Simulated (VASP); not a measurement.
Input of a VASP 6.6.1 run:

Contents of POSCAR:

```
CsSnBr3
1.0
    5.7821432729      0.0000000000      0.0000000000
    0.0000000000      5.7821432729      0.0000000000
    0.0000000000      0.0000000000      5.7821432729
Cs Sn Br
1 1 3
Direct
    0.0000000000      0.0000000000      0.0000000000
    0.5000000000      0.5000000000      0.5000000000
    0.5000000000      0.5000000000      0.0000000000
    0.5000000000      0.0000000000      0.5000000000
    0.0000000000      0.5000000000      0.5000000000
```

INCAR.step1

```
PREC     = Accurate       # precision mode
ENCUT    = 550            # plane-wave cutoff, eV
ISMEAR   = 0              # smearing method
SIGMA    = 0.01           # smearing width, eV
LREAL    = False          # projectors in reciprocal space
LASPH    = True           # aspherical terms in the spheres
NELM     = 120            # most SCF steps
NBANDS   = 30             # bands
GGA      = PE             # functional
ALGO     = Normal         # electronic algorithm
EDIFF    = 1E-5           # SCF threshold, eV
LWAVE    = True           # write WAVECAR
LCHARG   = False          # write CHGCAR
GGA_COMPAT= False
```

Contents of INCAR.step2:

```
PREC     = Accurate       # precision mode
ENCUT    = 550            # plane-wave cutoff, eV
EDIFF    = 1E-6           # SCF threshold, eV
ISMEAR   = 0              # smearing method
SIGMA    = 0.01           # smearing width, eV
LREAL    = False          # projectors in reciprocal space
LASPH    = True           # aspherical terms in the spheres
NELM     = 120            # most SCF steps
ALGO     = Normal         # electronic algorithm
ISIF     = 2              # what is computed and relaxed
LWAVE    = False          # write WAVECAR
LCHARG   = False          # write CHGCAR
METAGGA  = R2SCAN         # meta-GGA
LMIXTAU  = True         
NBANDS   = 30             # bands
ISTART   = 1            
GGA_COMPAT= False
```

File KPOINTS:

```
Automatic mesh
0
Gamma
  4 4 4
```

Potentials or basis: VASP PAW PBE potentials, release 64 (Cs_sv, Sn_d, Br).

Launch:

```sh
$ cat potpaw_PBE.64/Cs_sv/POTCAR potpaw_PBE.64/Sn_d/POTCAR potpaw_PBE.64/Br/POTCAR > POTCAR
$ cp INCAR.step1 INCAR
$ mpirun -np 1 vasp_std > vasp.out
$ cp INCAR.step2 INCAR
$ mpirun -np 1 vasp_std > vasp.out
```

(1) Estimate the band gap on the k mesh.

(2) Estimate the pressure.

## Answers

(1) 0.51 eV.

(2) 0.7 GPa.

Caveat: semilocal functionals underestimate gaps, and a narrow one can read as zero; the PAW data sets were made with another functional, which shifts forces and pressure a little; spin-orbit coupling is left out, which moves the levels of the heavy elements.
